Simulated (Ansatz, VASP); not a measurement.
Al2B2As in VASP and in Ansatz

```
Al B As
1.0
     3.55525    0.00000    0.00000
     0.00000    3.55525    0.00000
     0.00000    0.00000    5.77854
Al B As
2 2 1
Direct
  0.00000 0.00000 0.00000
  0.50000 0.50000 0.50000
  0.50000 0.50000 0.86699
  0.50000 0.50000 0.13301
  0.00000 0.00000 0.50000
```

Alike in both runs: task relaxation of cell and atoms; functional PBE; k mesh 10 × 10 × 8; occupations gaussian, width 0.1 eV; no spin polarisation.

|  | VASP | Ansatz |
| --- | --- | --- |
| version | VASP 6.6.1 | Ansatz 0.2.0 |
| potentials or method | VASP PAW PBE potentials, release 64 (Al, B, As), cutoff 600 eV | scalar-relativistic, plane waves, PAW |
| valence electrons in the cell | 17 | 27 |

|  | VASP | Ansatz | Ansatz less VASP |
| --- | --- | --- | --- |
| gap on the k mesh at the Fermi level, each at its own relaxed structure (eV) | none | none | - |
| relaxed volume (Å³/atom) | 14.54 | 14.53 | -0.017 |
| relaxed cell length with the largest relative difference (Å) | 3.551 | 3.549 | -0.0027 |

A gap of «none» marks a metal or a gap that the smearing closes. VASP's potentials hold 17 valence electrons a cell and Ansatz's 27, so a difference there can come from the potentials and not from the codes.
